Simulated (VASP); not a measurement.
# Ba (C2/c) in VASP: single point with PBE

Aim: the single point of Ba with PBE.

All numbers are computed with VASP 6.6.1; they aren't measurements. Logs are shortened: lines on timing, memory, paths and dates and some standing lists are left out, and cuts for length are marked.

### Step 1. The cell of the first run

The typed cell holds 2 atoms: a = 5.791 Å, b = 5.791 Å, c = 5.795 Å, α = 97.35°, β = 97.35°, γ = 138.10°.

### Step 2. Single point, PBE, non-collinear spin, zero start, spin-orbit coupling

INCAR

```
SYSTEM = Ba
PREC     = Accurate       ! precision mode
ENCUT    = 500            ! plane-wave cutoff, eV
EDIFF    = 1E-6           ! SCF threshold, eV
ISMEAR   = -1             ! smearing method
SIGMA    = 0.1            ! smearing width, eV
LREAL    = .FALSE.        ! projectors in reciprocal space
LASPH    = .TRUE.         ! aspherical terms in the spheres
NELM     = 200            ! most SCF steps
ALGO     = Normal         ! electronic algorithm
ISIF     = 2              ! what is computed and relaxed
LWAVE    = .FALSE.        ! write WAVECAR
LCHARG   = .FALSE.        ! write CHGCAR
LNONCOLLINEAR= .TRUE.         ! non-collinear magnetism
MAGMOM   = 0 0 0 0 0 0    ! initial moments
LORBIT   = 11             ! projections on sites
LSORBIT  = .TRUE.         ! spin-orbit coupling
GGA_COMPAT= .FALSE.      
LORBMOM  = .TRUE.       
GGA      = PE             ! functional
NBANDS   = 32             ! bands
KPAR     = 4
```

KPOINTS

```
Automatic mesh
0
G
  9 9 6
  0 0 0
```

POSCAR

```
Ba
1.0
   -3.8249566190      3.8239823718      2.0705620676
    3.8239823718     -3.8249566190      2.0705620676
    3.8267372180      3.8267372180     -2.0723464031
Ba
2
Direct
    0.0000490125      0.9999509875      0.0000000000
    0.7499509875      0.2500490125      0.5000000000
```

Potentials or basis: VASP PAW PBE potentials, release 64 (Ba_sv).

Started as:

```
cat potpaw_PBE.64/Ba_sv/POTCAR > POTCAR
mpirun -np 4 vasp_ncl > vasp.out
```

OUTCAR:

```text
SYSTEM = Ba
   PREC = Accurate
   ENCUT = 500
   EDIFF = 1E-6
   ISMEAR = -1
   LREAL = .FALSE.
   LASPH = .TRUE.
   NELM = 200
   ISIF = 2
   LNONCOLLINEAR = .TRUE.
   LORBIT = 11
   LSORBIT = .TRUE.
   GGA = PE

 ion  position               nearest neighbor table
   1  0.000  1.000  0.000-   2 3.96   2 3.96   2 3.96   2 3.96
   2  0.750  0.250  0.500-   1 3.96   1 3.96   1 3.96   1 3.96

  Warning from LATTYP: Got some problem with cell dimensions!
  Tried to take original basis but could not verify dimensions!
  LATTYP: Found a base centered monoclinic cell.
 ALAT       =     4.1411243644
 B/A-ratio  =     2.6121488530
 C/A-ratio  =     1.3987686506
 COS(beta)  =    -0.3568384032

  Lattice vectors:

 A1 = (   3.8249566190,  -3.8239823718,  -2.0705620676)
 A2 = (  -3.8239823718,   3.8249566190,  -2.0705620676)
 A3 = (   3.8257629708,   3.8257629708,   2.0687777321)

Analysis of symmetry for initial positions (statically):
=====================================================================
 Subroutine PRICEL returns:
 Original cell was already a primitive cell.

 Routine SETGRP: Setting up the symmetry group for a
 base centered monoclinic supercell.

 Subroutine GETGRP returns: Found  4 space group operations
 (whereof  2 operations were pure point group operations)
 out of a pool of  4 trial point group operations.

The static configuration has the point symmetry C_2 .
 The point group associated with its full space group is C_2h.

Analysis of symmetry for dynamics (positions and initial velocities):
=====================================================================
 Subroutine PRICEL returns:
 Original cell was already a primitive cell.

 Routine SETGRP: Setting up the symmetry group for a
 base centered monoclinic supercell.

 Subroutine GETGRP returns: Found  4 space group operations
 (whereof  2 operations were pure point group operations)
 out of a pool of  4 trial point group operations.

The dynamic configuration has the point symmetry C_2 .
 The point group associated with its full space group is C_2h.

Analysis of structural, dynamic, and magnetic symmetry:
=====================================================================
 Subroutine PRICEL returns:
 Original cell was already a primitive cell.

 Routine SETGRP: Setting up the symmetry group for a
 base centered monoclinic supercell.

 Subroutine GETGRP returns: Found  4 space group operations
 (whereof  2 operations were pure point group operations)
 out of a pool of  4 trial point group operations.

The overall configuration has the point symmetry C_2 .
 The point group associated with its full space group is C_2h.

 Subroutine INISYM returns: Found  4 space group operations
 (whereof  2 operations are pure point group operations),
 and found     1 'primitive' translations
[... 1019 lines left out ...]

  FREE ENERGIE OF THE ION-ELECTRON SYSTEM (eV)
  ---------------------------------------------------
  free  energy   TOTEN  =        -3.8927323312 eV

  energy  without entropy=       -3.8146478423  energy(sigma->0) =       -3.85369009

 orbital moment (x)

 # of ion     p       d       tot
 ----------------------------------------
  1        -0.000  -0.000  -0.000
  2        -0.000  -0.000  -0.000
 ----------------------------------------
           -0.000  -0.000  -0.000

 orbital moment (y)

 # of ion     p       d       tot
 ----------------------------------------
  1         0.000   0.000   0.000
  2         0.000   0.000   0.000
 ----------------------------------------
            0.000   0.000   0.000

 orbital moment (z)

 # of ion     p       d       tot
 ----------------------------------------
  1         0.000   0.000   0.000
  2         0.000  -0.000   0.000
 ----------------------------------------
            0.000   0.000   0.000

 Spin-Orbit-Coupling matrix elements

 Ion:    1  E_soc:     -0.3994586
 l=   1
     0.0000000    -0.0664226    -0.0661367
    -0.0664226     0.0000000    -0.0664226
    -0.0661367    -0.0664226     0.0000000
 l=   2
     0.0000000    -0.0001562     0.0000000    -0.0001562    -0.0001206
    -0.0001562     0.0000000    -0.0000973    -0.0001163    -0.0000018
     0.0000000    -0.0000973     0.0000000    -0.0000973     0.0000000
    -0.0001562    -0.0001163    -0.0000973     0.0000000    -0.0000018
    -0.0001206    -0.0000018     0.0000000    -0.0000018     0.0000000
 l=   3
     0.0000000     0.0000000     0.0000000     0.0000000     0.0000000     0.0000000     0.0000000
     0.0000000     0.0000000     0.0000000     0.0000000     0.0000000     0.0000000     0.0000000
     0.0000000     0.0000000     0.0000000     0.0000000     0.0000000     0.0000000     0.0000000
     0.0000000     0.0000000     0.0000000     0.0000000     0.0000000     0.0000000     0.0000000
     0.0000000     0.0000000     0.0000000     0.0000000     0.0000000     0.0000000     0.0000000
     0.0000000     0.0000000     0.0000000     0.0000000     0.0000000     0.0000000     0.0000000
     0.0000000     0.0000000     0.0000000     0.0000000     0.0000000     0.0000000     0.0000000

 Ion:    2  E_soc:     -0.3994586
 l=   1
     0.0000000    -0.0664226    -0.0661367
    -0.0664226     0.0000000    -0.0664226
    -0.0661367    -0.0664226     0.0000000
 l=   2
     0.0000000    -0.0001562     0.0000000    -0.0001562    -0.0001206
    -0.0001562     0.0000000    -0.0000973    -0.0001163    -0.0000018
     0.0000000    -0.0000973     0.0000000    -0.0000973     0.0000000
    -0.0001562    -0.0001163    -0.0000973     0.0000000    -0.0000018
    -0.0001206    -0.0000018     0.0000000    -0.0000018     0.0000000
 l=   3
     0.0000000     0.0000000     0.0000000     0.0000000     0.0000000     0.0000000     0.0000000
     0.0000000     0.0000000     0.0000000     0.0000000     0.0000000     0.0000000     0.0000000
     0.0000000     0.0000000     0.0000000     0.0000000     0.0000000     0.0000000     0.0000000
     0.0000000     0.0000000     0.0000000     0.0000000     0.0000000     0.0000000     0.0000000
     0.0000000     0.0000000     0.0000000     0.0000000     0.0000000     0.0000000     0.0000000
     0.0000000     0.0000000     0.0000000     0.0000000     0.0000000     0.0000000     0.0000000
     0.0000000     0.0000000     0.0000000     0.0000000     0.0000000     0.0000000     0.0000000

 total charge

# of ion       s       p       d       tot
------------------------------------------
    1        2.059   5.542   0.321   7.922
    2        2.059   5.542   0.321   7.922
--------------------------------------------------
tot          4.118  11.085   0.642  15.845

 magnetization (x)

# of ion       s       p       d       tot
------------------------------------------
    1       -0.000  -0.000   0.000  -0.000
    2       -0.000  -0.000   0.000  -0.000
--------------------------------------------------
tot         -0.000  -0.000   0.000  -0.000

 magnetization (y)

# of ion       s       p       d       tot
------------------------------------------
    1        0.000   0.000  -0.000   0.000
    2        0.000   0.000  -0.000   0.000
--------------------------------------------------
tot          0.000   0.000  -0.000   0.000

 magnetization (z)

# of ion       s       p       d       tot
------------------------------------------
    1        0.000   0.000   0.000   0.000
    2        0.000   0.000   0.000   0.000
--------------------------------------------------
tot          0.000   0.000   0.000   0.000
```

OSZICAR:

```text
N       E                     dE             d eps       ncg     rms          rms(c)
DAV:   1     0.150558067360E+03    0.15056E+03   -0.78784E+03  8960   0.100E+03
DAV:   2     0.624775758703E+01   -0.14431E+03   -0.14091E+03 13368   0.208E+02
DAV:   3    -0.360092000360E+01   -0.98487E+01   -0.96934E+01 12480   0.562E+01
DAV:   4    -0.388575770951E+01   -0.28484E+00   -0.28422E+00 13768   0.774E+00
DAV:   5    -0.389058276490E+01   -0.48251E-02   -0.48228E-02 12016   0.942E-01    0.265E+00
DAV:   6    -0.389010165600E+01    0.48111E-03   -0.10923E-02 11320   0.887E-01    0.157E+00
DAV:   7    -0.389198059683E+01   -0.18789E-02   -0.22584E-02 10784   0.137E+00    0.193E-01
DAV:   8    -0.389238995287E+01   -0.40936E-03   -0.12377E-03 13368   0.165E-01    0.734E-02
DAV:   9    -0.389272423905E+01   -0.33429E-03   -0.29223E-04 10760   0.128E-01    0.281E-02
DAV:  10    -0.389273448078E+01   -0.10242E-04   -0.18321E-05 11912   0.312E-02    0.461E-03
DAV:  11    -0.389273319940E+01    0.12814E-05   -0.10217E-06  9232   0.612E-03    0.196E-03
DAV:  12    -0.389273233117E+01    0.86823E-06   -0.22499E-07  7472   0.384E-03
   1 F= -.38927323E+01 E0= -.38536901E+01  d E =-.780845E-01  mag=    -0.0000     0.0000     0.0000
```

Run time: 8.5 min. Hardware: 4 MPI ranks of Intel Xeon Platinum 8488C (Sapphire Rapids), shared host; peak memory 1 GiB.

What came out:

* Free energy: -3.8927 eV
* Pressure: 0.1 GPa
* Net moment: 0.00 μB per cell
* Valence electrons inside the program's atomic spheres: Ba 7.92

Forces in eV/Å, atoms in the order of the input:
```
Ba   0.002 -0.002  0.000
Ba  -0.002  0.002  0.000
```

Moments on the atoms (μB; x, y, z):
```
Ba  0.00 0.00 0.00
Ba  0.00 0.00 0.00
```
